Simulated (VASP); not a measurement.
# Ge (I4/mmm) in VASP: settings compared, part 2 of 2

VASP 6.6.1.

## Step 3: Single point, PBE0

This run uses another cell than the first one, of 18.66 Å³/atom, 1.030 times its volume.

Input file POSCAR:

```
Ge
1.0
   -1.6595732764      1.6595732764      1.6941897142
    1.6595732764     -1.6595732764      1.6941897142
    1.6595732764      1.6595732764     -1.6941897142
Ge
1
Direct
    0.5000000000      0.5000000000      0.0000000000
```

Input file INCAR.step1:

```
SYSTEM = Ge
PREC = Accurate ; ENCUT = 520
EDIFF = 1E-5 ; ISMEAR = -1
SIGMA = 0.05 ; LREAL = .False.
LASPH = .True. ; NELM = 100
ALGO = Normal ; ISIF = 2
LWAVE = .True. ; LCHARG = .False.
NBANDS = 13 ; GGA = PE
```

Input file INCAR.step2:

```
SYSTEM = Ge
PREC = Accurate ; ENCUT = 520
EDIFF = 1E-6 ; ISMEAR = -1
SIGMA = 0.05 ; LREAL = .False.
LASPH = .True. ; NELM = 100
ALGO = Normal ; ISIF = 2
LWAVE = .False. ; LCHARG = .False.
GGA = PE ; LHFCALC = .True.
AEXX = 0.25 ; PRECFOCK = Normal
NBANDS = 13 ; ISTART = 1
```

Input file KPOINTS:

```
Automatic mesh
0
Gamma
  6 6 6
  0 0 0
```

Potentials or basis: VASP PAW PBE potentials, release 64 (Ge_d).

The run is started by

```bash
$ cat potpaw_PBE.64/Ge_d/POTCAR > POTCAR
$ cp INCAR.step1 INCAR
$ mpirun -np 1 vasp_std > vasp.out
$ cp INCAR.step2 INCAR
$ mpirun -np 1 vasp_std > vasp.out
```

It took 17 min on 1 thread of Intel Xeon 6975P-C (Granite Rapids), shared host; peak memory 0.15 GiB.

The run converged. Its results:

| Item | Value |
| --- | --- |
| Free energy | -5.3910 eV |
| Pressure | 0.1 GPa |
| Band gap on the k mesh | zero (band 7 reaches 17.54 eV, above the bottom of band 8 at 3.04 eV) |

Levels at points of the mesh, in eV from the Fermi level:
| k point | band 4 | band 5 | band 6 | band 7 | band 8 | band 9 | band 10 | band 11 |
| --- | --- | --- | --- | --- | --- | --- | --- | --- |
| (0.00, 0.00, 0.00) | -28.39 | -28.37 | -15.20 | 10.80 | 10.93 | 10.93 | 16.33 | 16.33 |
| (0.50, 0.00, 0.00) | -28.38 | -28.33 | -8.72 | -6.47 | 5.69 | 8.26 | 10.93 | 11.06 |
| (0.50, 0.50, 0.00) | -28.38 | -28.33 | -8.54 | -6.39 | 5.36 | 7.82 | 10.55 | 10.62 |
| (0.50, 0.50, 0.50) | -28.34 | -28.34 | -2.78 | -1.13 | -0.47 | -0.47 | 5.06 | 5.26 |

Caveat: the k points lie up to 0.45 Å⁻¹ apart; the PAW data sets were made with another functional, which shifts forces and pressure a little.

## Step 4: Single point, RPBE+D4

This run uses another cell than the first one, of 17.96 Å³/atom, 0.991 times its volume.

Input file INCAR:

```
SYSTEM = Ge
ALGO = Normal
EDIFF = 1E-6
ENCUT = 520
GGA = RP
ISIF = 2
ISMEAR = -1
IVDW = 13
LASPH = .TRUE.
LCHARG = .TRUE.
LELF = .TRUE.
LREAL = .FALSE.
LVHAR = .TRUE.
LWAVE = .FALSE.
NBANDS = 13
NELM = 80
PREC = Accurate
SIGMA = 0.05
```

Input file KPOINTS:

```
k-points
0
G
  12 12 12
  0 0 0
```

Input file POSCAR:

```
Ge
1.0
   -1.6500840264      1.6500840264      1.6495021573
    1.6500840264     -1.6500840264      1.6495021573
    1.6500840264      1.6500840264     -1.6495021573
Ge
1
Direct
    0.5000000000      0.5000000000      0.0000000000
```

Potentials or basis: VASP PAW PBE potentials, release 64 (Ge_d).

The run is started by

```bash
$ cat potpaw_PBE.64/Ge_d/POTCAR > POTCAR
$ mpirun -np 1 vasp_std > vasp.out
```

OUTCAR:

```text
SYSTEM = Ge
   EDIFF = 1E-6
   ENCUT = 520
   GGA = RP
   ISIF = 2
   ISMEAR = -1
   IVDW = 13
   LASPH = .TRUE.
   LREAL = .FALSE.
   NELM = 80
   PREC = Accurate

 ion  position               nearest neighbor table
   1  0.500  0.500  0.000-

  LATTYP: Found a body centered tetragonal cell.
 ALAT       =     3.3001680528
 C/A-ratio  =     0.9996473700

  Lattice vectors:

 A1 = (  -1.6500840264,   1.6500840264,   1.6495021573)
 A2 = (   1.6500840264,  -1.6500840264,   1.6495021573)
[... 565 lines left out ...]
 [... further k-points ...]

------------------------ aborting loop because EDIFF is reached ----------------------------------------

  DFT-D4 for vdW energy calculation

  Edisp (eV):   -0.77786

  FORCE on cell =-STRESS in cart. coord.  units (eV):
  Direction    XX          YY          ZZ          XY          YZ          ZX
  --------------------------------------------------------------------------------------
  -------------------------------------------------------------------------------------
  Total      -0.00848    -0.00848    -0.00219     0.00000    -0.00000     0.00000
  in kB      -0.75611    -0.75611    -0.19522     0.00000    -0.00000     0.00000
  external pressure =       -0.57 kB  Pullay stress =        0.00 kB

 VOLUME and BASIS-vectors are now :
 -----------------------------------------------------------------------------
  energy-cutoff  :      520.00
  volume of cell :       17.96
      direct lattice vectors                 reciprocal lattice vectors
    -1.650084026  1.650084026  1.649502157     0.000000000  0.303014872  0.303121762
     1.650084026 -1.650084026  1.649502157     0.303014872  0.000000000  0.303121762
     1.650084026  1.650084026 -1.649502157     0.303014872  0.303014872  0.000000000

 POSITION                                       TOTAL-FORCE (eV/Angst)
 -----------------------------------------------------------------------------------
      0.00000      0.00000      1.64950        -0.000000      0.000000      0.000000
 -----------------------------------------------------------------------------------
    total drift:                               -0.000000      0.000000      0.000000

  FREE ENERGIE OF THE ION-ELECTRON SYSTEM (eV)
  ---------------------------------------------------
  free  energy   TOTEN  =        -4.5681438825 eV

  energy  without entropy=       -4.5661308756  energy(sigma->0) =       -4.56713738
```

stdout:

```text
POSCAR found type information on POSCAR Ge
 POSCAR found :  1 types and       1 ions
 scaLAPACK will be used
 -----------------------------------------------------------------------------
|                                                                             |
|                                                                             |
|     You enforced a specific xc type in the INCAR file but a different       |
|     I HOPE YOU KNOW WHAT YOU ARE DOING!                                     |
|                                                                             |
 -----------------------------------------------------------------------------

 LDA part: xc-table for (Slater+PW92), standard interpolation
 POSCAR, INCAR and KPOINTS ok, starting setup
 FFT: planning ... GRIDC
 FFT: planning ... GRID_SOFT
 FFT: planning ... GRID
 WAVECAR not read
 entering main loop
```

It took 8.9 s on 1 thread of Intel Xeon 6975P-C (Granite Rapids), shared host; peak memory 0.16 GiB.

Results:

| Property | Result |
| --- | --- |
| Free energy | -4.5681 eV |
| Pressure | -0.1 GPa |
| Band gap on the k mesh | zero (band 7 reaches 17.19 eV, above the bottom of band 8 at 4.20 eV) |
| Dispersion energy per atom | -0.778 eV |

Levels at points of the mesh, in eV from the Fermi level:
| k point | band 4 | band 5 | band 6 | band 7 | band 8 | band 9 | band 10 | band 11 |
| --- | --- | --- | --- | --- | --- | --- | --- | --- |
| (0.00, 0.00, 0.00) | -24.85 | -24.85 | -13.67 | 9.66 | 9.66 | 9.66 | 15.17 | 15.18 |
| (0.50, 0.00, 0.00) | -24.85 | -24.79 | -7.59 | -5.72 | 4.52 | 6.93 | 9.70 | 9.70 |
| (0.50, 0.50, 0.00) | -24.85 | -24.79 | -7.59 | -5.72 | 4.53 | 6.93 | 9.71 | 9.71 |
| (0.50, 0.50, 0.50) | -24.80 | -24.80 | -2.28 | -0.61 | -0.61 | -0.60 | 4.18 | 4.19 |

Caveat: the PAW data sets were made with another functional, which shifts forces and pressure a little; pairwise dispersion overbinds metals, which lowers pressure and volume.

## Step 5: Overview

| level | cell | k mesh | grid for exact exchange (PRECFOCK) | share of exact exchange | gap on the mesh (eV) | pressure (GPa) |
| --- | --- | --- | --- | --- | --- | --- |
| PBEsol-based global hybrid | a = 2.866 Å, angles 110.0, 110.0, 108.4°, 1 atom | 6 × 6 × 6 | Normal | 0.25 | none | 0.1 |
| PBE0 | a = 2.895 Å, angles 110.0, 110.0, 108.4°, 1 atom | 6 × 6 × 6 | Normal | - | none | 0.1 |
| RPBE+D4 | a = 2.858 Å, angles 109.5°, 1 atom | 12 × 12 × 12 | - | - | none | -0.1 |

Alike in all rows: task single point; potentials or basis VASP PAW PBE potentials, release 64 (Ge_d); no spin polarisation; cutoff (eV) 520; smearing fermi-dirac 0.05 eV.

Caveats: some runs use coarse meshes; the PAW data sets were made with another functional, which shifts forces and pressure a little; pairwise dispersion overbinds metals, which lowers pressure and volume (some runs).

Total energies depend on the potentials used, so only differences within one code and one set of settings carry meaning.
